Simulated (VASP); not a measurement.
Input of a VASP 6.6.1 run:

Contents of POSCAR:

```
MgS
1.0
    0.0000000000      2.8308747668      2.8308747668
    2.8308747668      0.0000000000      2.8308747668
    2.8308747668      2.8308747668      0.0000000000
Mg S
1 1
Direct
    0.0000000000      0.0000000000      0.0000000000
    0.7500000000      0.7500000000      0.7500000000
```

INCAR.step1

```
SYSTEM = MgS
PREC = Accurate
ENCUT = 500
EDIFF = 1E-8
ISMEAR = 0
SIGMA = 0.01
LREAL = .False.
LASPH = .True.
NELM = 100
ALGO = Normal
LWAVE = .True.
LCHARG = .False.
```

File INCAR.step2:

```
SYSTEM = MgS
PREC = Accurate
ENCUT = 500
EDIFF = 1E-8
ISMEAR = 0
SIGMA = 0.01
LREAL = .False.
LASPH = .True.
NELM = 1
ALGO = Exact
LWAVE = .True.
LCHARG = .False.
NBANDS = 34
LOPTICS = .True.
ISTART = 1
```

The input INCAR.step3:

```
SYSTEM = MgS
PREC = Accurate
ENCUT = 500
EDIFF = 1E-8
ISMEAR = 0
SIGMA = 0.01
LREAL = .False.
LASPH = .True.
ALGO = EVGW0
LWAVE = .False.
LCHARG = .False.
NELMGW = 1
NBANDS = 34
ENCUTGW = 60
NOMEGA = 48
PRECFOCK = Fast
ISTART = 1
NBANDSGW = 12
```

File KPOINTS:

```
regular mesh
0
Gamma
  4 4 4
  0 0 0
```

Potentials or basis: VASP PAW LDA potentials, release 64 (Mg_GW, S_GW).

Command:

```bash
$ cat potpaw_LDA.64/Mg_GW/POTCAR potpaw_LDA.64/S_GW/POTCAR > POTCAR
$ cp INCAR.step1 INCAR
$ mpirun -np 1 vasp_std > vasp.out
$ cp INCAR.step2 INCAR
$ mpirun -np 1 vasp_std > vasp.out
$ cp INCAR.step3 INCAR
$ mpirun -np 1 vasp_std > vasp.out
```

Question: Estimate the quasiparticle gap.

Answer: 4.71 eV.

Question: Estimate the least direct quasiparticle gap.

Answer: 4.71 eV.

Question: What does it give for the band gap on the k mesh, mean-field level?

Answer: 3.19 eV, direct.

Caveat: the k points lie up to 0.48 Å⁻¹ apart; bands, screening cutoff and mesh are small and nothing is extrapolated, so the quasiparticle values aren't converged. A k mesh can miss the band edges.
